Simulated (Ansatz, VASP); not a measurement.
# One calculation of Mo, two programs

Contents of INCAR:

```
SYSTEM = Mo
PREC = Accurate
ENCUT = 520
EDIFF = 1E-6
ISMEAR = 0
SIGMA = 0.15
LREAL = .FALSE.
LASPH = .TRUE.
NELM = 60
ALGO = Fast
ISIF = 2
LWAVE = .FALSE.
LCHARG = .TRUE.
GGA = CA
LELF = .TRUE.
LVHAR = .TRUE.
NBANDS = 13
```

Contents of KPOINTS:

```
Automatic mesh
0
G
  22 22 22
  0 0 0
```

Contents of POSCAR:

```
Mo
1.0
   -1.8510333433      1.6415922297      1.6415922297
    1.6415922297     -1.8510333433      1.6415922297
    1.6415922297      1.6415922297     -1.8510333433
Mo
1
Direct
    0.0000000000      0.0000000000      0.0000000000
```

Input for Ansatz:

```yaml
crystal:
  lattice:
    - [-1.8510333433, 1.6415922297, 1.6415922297]
    - [1.6415922297, -1.8510333433, 1.6415922297]
    - [1.6415922297, 1.6415922297, -1.8510333433]
  atoms:
    - { symbol: Mo, position: [0.0, 0.0, 0.0] }
basis:
  ecutwfc: 420
kpoints:
  mp_grid: { grid: [22, 22, 22] }
hamiltonian:
  xc: lda
  pseudopotentials: { kind: paw, azcp: { folder: soft_1 } }
scf:
  occupations: { method: gaussian, width: 0.15 }
output:
  forces: true
  stress: true
  eigenvalues: true
```

Alike in both runs: task single point; functional LDA; k mesh 22 × 22 × 22; occupations gaussian, width 0.15 eV; no spin polarisation.

|  | VASP | Ansatz |
| --- | --- | --- |
| version | VASP 6.6.1 | Ansatz 0.2.0 |
| potentials or method | VASP PAW LDA potentials, release 64 (Mo_sv), cutoff 520 eV | scalar-relativistic, plane waves, PAW |
| valence electrons in the cell | 14 | 14 |

|  | VASP | Ansatz | Ansatz less VASP |
| --- | --- | --- | --- |
| gap on the k mesh at the Fermi level (eV) | none | none | - |
| pressure (GPa) | -23.9 | -24.7 | -0.80 |
| traceless stress, the component that is largest in VASP (GPa) | 12.54 | 12.35 | -0.191 |

Ansatz warns that its potentials were made for another functional, while VASP's fit it. LDA's correlation is that of Perdew and Zunger in VASP and of Perdew and Wang (1992) in Ansatz. A gap of «none» marks a metal or a gap that the smearing closes.
